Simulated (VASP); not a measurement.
Set up this calculation in VASP 6.6.1, as the native input.

| Quantity | Value |
| --- | --- |
| Task | single point |
| Functional | LDA |
| Potentials or basis | VASP PAW LDA potentials, release 64 (Hf_pv, Si, O) |
| Cutoff | 600 eV |
| k mesh | 6 × 6 × 6 |
| Occupations | gaussian, width 0.02 eV |
| Spin | no spin polarisation |
| Dipole correction | no |
| Further INCAR settings | ALGO = Normal; EDIFF = 1e-06; NBANDS = 50 |

The structure of HfSiO4 lies in POSCAR:

```
HfSiO4
1.0
   -3.2619421455      3.2619421455      2.9614109786
    3.2619421455     -3.2619421455      2.9614109786
    3.2619421455      3.2619421455     -2.9614109786
Hf Si O
2 2 8
Direct
    0.0000000000      0.0000000000      0.0000000000
    0.7500000000      0.2500000000      0.5000000000
    0.2500000000      0.7500000000      0.5000000000
    0.5000000000      0.5000000000      0.0000000000
    0.1330033903      0.3180456597      0.8149577306
    0.0680456597      0.7530879291      0.6850422694
    0.0680456597      0.3830033903      0.3149577306
    0.5030879291      0.3180456597      0.1850422694
    0.6819543403      0.4969120709      0.8149577306
    0.6169966097      0.9319543403      0.6850422694
    0.2469120709      0.9319543403      0.3149577306
    0.6819543403      0.8669966097      0.1850422694
```

One way to write it, as run:

INCAR

```
PREC = Accurate
ENCUT = 600
EDIFF = 1E-6
ISMEAR = 0
SIGMA = 0.02
LREAL = False
LASPH = True
NELM = 120
ALGO = Normal
ISIF = 2
LWAVE = False
LCHARG = False
GGA = CA
NBANDS = 50
GGA_COMPAT = False
```

KPOINTS

```
Automatic mesh
0
Gamma
  6 6 6
```

Potentials or basis: VASP PAW LDA potentials, release 64 (Hf_pv, Si, O).

Launch:

```bash
$ cat potpaw_LDA.64/Hf_pv/POTCAR potpaw_LDA.64/Si/POTCAR potpaw_LDA.64/O/POTCAR > POTCAR
$ mpirun -np 1 vasp_std > vasp.out
```

Results of the run:

```yaml
Pressure: -1.4 GPa
Largest_force: 0.200 eV/Å
Band_gap_on_the_k_mesh: 5.37 eV (least direct gap 5.75 eV)
```

Caveat: spin-orbit coupling is left out, which moves the levels of the heavy elements.

Run time: 2.5 min on 1 thread of AMD EPYC 9R45 96-Core Processor (Zen 5) (shared host), peak memory 0.34 GiB.
